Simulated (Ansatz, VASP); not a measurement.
One calculation of Pb, two programs

Contents of INCAR:

```
SYSTEM = Pb
PREC     = Accurate       ! precision mode
ENCUT    = 520            ! plane-wave cutoff, eV
EDIFF    = 1E-6           ! SCF threshold, eV
ISMEAR   = -1             ! smearing method
SIGMA    = 0.05           ! smearing width, eV
LREAL    = .False.        ! projectors in reciprocal space
LASPH    = .True.         ! aspherical terms in the spheres
NELM     = 80             ! most SCF steps
ALGO     = Fast           ! electronic algorithm
ISIF     = 2              ! what is computed and relaxed
LWAVE    = .False.        ! write WAVECAR
LCHARG   = .True.         ! write CHGCAR
GGA      = CA             ! functional
LELF     = .True.         ! ELF
LVHAR    = .True.       
NBANDS   = 13             ! bands
```

The input KPOINTS:

```
regular mesh
0
Gamma
  5 5 5
  0 0 0
```

POSCAR

```
Pb
1.0
    0.0193336300      2.4628699300      2.4528113600
    2.5028571400     -0.0067465600      2.4788915500
    2.4813249000      2.4674178800      0.0147856800
Pb
1
Direct
    0.0000000000      0.0000000000      0.0000000000
```

input.yaml

```yaml
crystal:
  lattice:
    - [0.01933363, 2.46286993, 2.45281136]
    - [2.50285714, -0.00674656, 2.47889155]
    - [2.4813249, 2.46741788, 0.01478568]
  atoms:
    - { symbol: Pb, position: [0.0, 0.0, 0.0] }
hamiltonian:
  xc: lda
  pseudopotentials: { kind: paw }
kpoints:
  mp_grid: { grid: [5, 5, 5] }
  band_path:
    path:
      - [[0.0, -0.5, 0.0], [0.0, 0.0, 0.0], [0.5, 0.5, 0.5]]
      - [[0.5, 0.0, 0.5], [0.0, 0.0, 0.0], [-0.5, 0.0, 0.0]]
      - [[-0.5, -0.5, 0.0], [0.0, 0.0, 0.0], [0.0, 0.5, 0.5]]
      - [[0.0, 0.0, 0.5], [0.0, 0.0, 0.0]]
    npoints: 14
scf:
  occupations: { method: fermi_dirac, width: 0.05 }
  n_extra_bands: 6
output:
  forces: true
  stress: true
  eigenvalues: true
  fatbands: true
```

Alike in both runs: functional LDA; k mesh 5 × 5 × 5; occupations fermi-dirac, width 0.05 eV; no spin polarisation.

|  | VASP | Ansatz |
| --- | --- | --- |
| version | VASP 6.6.1 | Ansatz 0.2.0 |
| potentials or method | VASP PAW LDA potentials, release 64 (Pb_d) | Ansatz PAW |
| plane-wave cutoff (eV) | 520 | 420 |
| valence electrons in the cell | 14 | 14 |
| task | single point | band structure |

|  | VASP | Ansatz | Ansatz less VASP |
| --- | --- | --- | --- |
| gap on the k mesh at the Fermi level (eV) | none | none | - |
| pressure (GPa) | -2.2 | -2.2 | -0.08 |
| traceless stress, the component that is largest in VASP (GPa) | -0.57 | -0.56 | +0.006 |

LDA's correlation is that of Perdew and Zunger in VASP and of Perdew and Wang (1992) in Ansatz. A gap of «none» marks a metal or a gap that the smearing closes.

The k mesh is coarse, so the values compare programs but aren't converged. Spin-orbit coupling is off throughout.
